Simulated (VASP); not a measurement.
# Te2S3 (R-3m) in VASP: further runs, part 2 of 2

VASP 6.6.1. Earlier steps stand in the parts before.

**3. Single point, r2SCAN**

This run uses another cell than the first one, of 26.15 Å³/atom, 1.049 times its volume.

Contents of POSCAR:

```
Te2S3
1.0
    2.0118361765      1.1615341581      9.3258811934
   -2.0118361765      1.1615341581      9.3258811934
    0.0000000000     -2.3230683161      9.3258811934
Te S
2 3
Direct
    0.4000000000      0.4000000000      0.4000000000
    0.6000000000      0.6000000000      0.6000000000
    0.0000000000      0.0000000000      0.0000000000
    0.2095000000      0.2095000000      0.2095000000
    0.7905000000      0.7905000000      0.7905000000
```

Contents of INCAR.step1:

```
SYSTEM = Te2S3
PREC = Accurate
ENCUT = 520
ISMEAR = 0
SIGMA = 0.1
LREAL = .False.
LASPH = .True.
NELM = 60
NBANDS = 23
GGA = PE
ALGO = Normal
EDIFF = 1E-4
LWAVE = .True.
LCHARG = .False.
```

Contents of INCAR.step2:

```
SYSTEM = Te2S3
PREC = Accurate
ENCUT = 520
EDIFF = 1E-6
ISMEAR = 0
SIGMA = 0.1
LREAL = .False.
LASPH = .True.
NELM = 60
ALGO = Normal
ISIF = 2
LWAVE = .False.
LCHARG = .False.
METAGGA = R2SCAN
LMIXTAU = .True.
NBANDS = 23
ISTART = 1
```

Contents of KPOINTS:

```
Automatic mesh
0
Gamma
  6 6 6
  0 0 0
```

Potentials or basis: VASP PAW PBE potentials, release 64 (Te, S).

Run with:

```sh
> cat potpaw_PBE.64/Te/POTCAR potpaw_PBE.64/S/POTCAR > POTCAR
> cp INCAR.step1 INCAR
> mpirun -np 1 vasp_std > vasp.out
> cp INCAR.step2 INCAR
> mpirun -np 1 vasp_std > vasp.out
```

OUTCAR:

```text
SYSTEM = Te2S3
   PREC = Accurate
   ENCUT = 520
   EDIFF = 1E-6
   ISMEAR = 0
   LREAL = .False.
   LASPH = .True.
   NELM = 60
   ISIF = 2
   METAGGA = R2SCAN
   ISTART = 1

 ion  position               nearest neighbor table
   1  0.400  0.400  0.400-   5 2.82   5 2.82   5 2.82   3 2.98   3 2.98   3 2.98
   2  0.600  0.600  0.600-   4 2.82   4 2.82   4 2.82   3 2.98   3 2.98   3 2.98
   3  0.000  0.000  0.000-   2 2.98   2 2.98   1 2.98   1 2.98   2 2.98   1 2.98
   4  0.209  0.209  0.209-   2 2.82   2 2.82   2 2.82
   5  0.791  0.791  0.791-   1 2.82   1 2.82   1 2.82

  LATTYP: Found a trigonal (rhomboedric) cell.
 ALAT       =     9.6108639796
 COS(alpha) =     0.9123624232

  Lattice vectors:

 A1 = (   2.0118361765,   1.1615341581,   9.3258811934)
 A2 = (  -2.0118361765,   1.1615341581,   9.3258811934)
 A3 = (   0.0000000000,  -2.3230683161,   9.3258811934)

Analysis of symmetry for initial positions (statically):
=====================================================================
 Subroutine PRICEL returns:
 Original cell was already a primitive cell.

 Routine SETGRP: Setting up the symmetry group for a
 trigonal (rhombohedral) supercell.

 Subroutine GETGRP returns: Found 12 space group operations
 (whereof 12 operations were pure point group operations)
 out of a pool of 12 trial point group operations.

The static configuration has the point symmetry D_3d.

Analysis of symmetry for dynamics (positions and initial velocities):
=====================================================================
 Subroutine PRICEL returns:
 Original cell was already a primitive cell.

 Routine SETGRP: Setting up the symmetry group for a
 trigonal (rhombohedral) supercell.

 Subroutine GETGRP returns: Found 12 space group operations
 (whereof 12 operations were pure point group operations)
[... 120 lines left out ...]
   NUPDOWN=      -1.0000    fix difference up-down
   EMIN   =  10.00;   EMAX   =-10.00  energy-range for DOS
   EFERMI =   0.00;   METHOD = LEGACY
   ISMEAR =     0;   SIGMA  =   0.10  broadening in eV -4-tet -1-fermi 0-gaus
   EFERMI_NEDOS =   21; number of points for ismear=-14 and -15
   IALGO  =     38    algorithm
   IMIX   =      4    mixing-type and parameters
     AMIX     =   0.40;   BMIX     =  1.00
     AMIX_MAG =   1.60;   BMIX_MAG =  1.00
  volume/ion in A,a.u.               =      26.15       176.48
  Fermi-wavevector in a.u.,A,eV,Ry     =   1.002213  1.893908 13.666110  1.004431
  Thomas-Fermi vector in A             =   2.134685
   LORBIT       =      0    0 simple, 1 ext, 2 COOP (PROOUT), +10 PAW based schemes
   METAGGA = R2SCAN    functional components
   LHFCALC =     F    Hartree Fock is set to
   AEXX    =    0.0000 exact exchange contribution
   IVDW    =     0    specifies the selected vdW correction
   LEPSILON=     F    determine dielectric tensor
   LRPA    =     F    only Hartree local field effects (RPA)
 non-spin polarized calculation
 Gauss-broadening in eV      SIGMA  =   0.10
  energy-cutoff  :      520.00
  volume of cell :      130.76
 maximum number of plane-waves:      3548
   NGX = 35   NGY = 35   NGZ = 35

 number of electron      29.9999999 magnetization

 Free energy of the ion-electron system (eV)
  ---------------------------------------------------
  ext. energy  EPLUGINS =         0.00000000
  ---------------------------------------------------
  free energy    TOTEN  =       -72.78440938 eV

  energy without entropy =      -72.75269068  energy(sigma->0) =      -72.76855003

 E-fermi :   5.4327     XC(G=0):  -9.8056

 val. band max:        5.4274057386   @ k =   0.1667   0.1667   0.0000
 cond. band min:       5.4770916372   @ k =  -0.3333   0.3333   0.3333
 fundamental gap:      0.0496858986
 Fermi energy:         5.4326669397

 k-point     1 :       0.0000    0.0000    0.0000
  band No.  band energies     occupation
      1     -10.2088      2.00000
      2      -9.3026      2.00000
      3      -8.5423      2.00000
      4      -5.3646      2.00000
      5      -4.5559      2.00000
      6       1.8922      2.00000
[... 613 lines left out ...]
     22      11.5414      0.00000
     23      12.3562      0.00000

 [... further k-points ...]
[... 5 lines left out ...]
  --------------------------------------------------------------------------------------
  -------------------------------------------------------------------------------------
  Total       -3.0928005     -3.0928005     -5.8862116      0.0000000     -0.0000000      0.0000000
  in kB      -37.8962963    -37.8962963    -72.1241529      0.0000000     -0.0000000      0.0000000
  external PRESSURE =     -49.3055818 kB  Pullay stress =       0.0000000 kB

 VOLUME and BASIS-vectors are now :
 -----------------------------------------------------------------------------
  energy-cutoff  :      520.00
  volume of cell :      130.76
      direct lattice vectors                 reciprocal lattice vectors
     2.011836177  1.161534158  9.325881193     0.248529182  0.143488390  0.035742824
    -2.011836177  1.161534158  9.325881193    -0.248529182  0.143488390  0.035742824
     0.000000000 -2.323068316  9.325881193     0.000000000 -0.286976781  0.035742824

 POSITION                                       TOTAL-FORCE (eV/Angst)
 -----------------------------------------------------------------------------------
      0.00000      0.00000     11.19106         0.000000      0.000000      0.322327
      0.00000      0.00000     16.78659         0.000000     -0.000000     -0.322327
      0.00000      0.00000      0.00000         0.000000     -0.000000      0.000000
      0.00000      0.00000      5.86132         0.000000      0.000000      0.641649
      0.00000      0.00000     22.11633         0.000000     -0.000000     -0.641649
 -----------------------------------------------------------------------------------
    total drift:                               -0.000000     -0.000000     -0.000000

  FREE ENERGIE OF THE ION-ELECTRON SYSTEM (eV)
  ---------------------------------------------------
  free  energy   TOTEN  =       -72.7844093777 eV

  energy  without entropy=      -72.7526906771  energy(sigma->0) =      -72.76855003
```

OUTCAR.step1:

```text
SYSTEM = Te2S3
   PREC = Accurate
   ENCUT = 520
   ISMEAR = 0
   LREAL = .False.
   LASPH = .True.
[... 857 lines left out ...]
      0.00000      0.00000      0.00000         0.000000     -0.000000     -0.000000
      0.00000      0.00000      5.86132         0.000000      0.000000      0.553513
      0.00000      0.00000     22.11633         0.000000     -0.000000     -0.553513
 -----------------------------------------------------------------------------------
    total drift:                               -0.000000     -0.000000     -0.000000

  FREE ENERGIE OF THE ION-ELECTRON SYSTEM (eV)
  ---------------------------------------------------
  free  energy   TOTEN  =       -16.8982859354 eV

  energy  without entropy=      -16.8675105937  energy(sigma->0) =      -16.88289826
```

Wall time 32 min (1 thread of Intel Xeon Platinum 8259CL at 2.50GHz (Skylake/Cascade Lake), shared host); peak memory 0.86 GiB.

What came out:

```yaml
Free_energy: -72.7844 eV
Pressure: -4.9 GPa
Largest_force: 0.642 eV/Å
Band_gap_on_the_k_mesh: zero (band 15 reaches 5.86 eV, above the bottom of band 16 at 4.91 eV)
```

Forces in eV/Å, atoms in the order of the input:
```
Te   0.000  0.000  0.322
Te   0.000  0.000 -0.322
S    0.000  0.000  0.000
S    0.000  0.000  0.642
S    0.000  0.000 -0.642
```

Caveat: the PAW data sets were made with another functional, which shifts forces and pressure a little; spin-orbit coupling is left out, which moves the levels of the heavy elements.
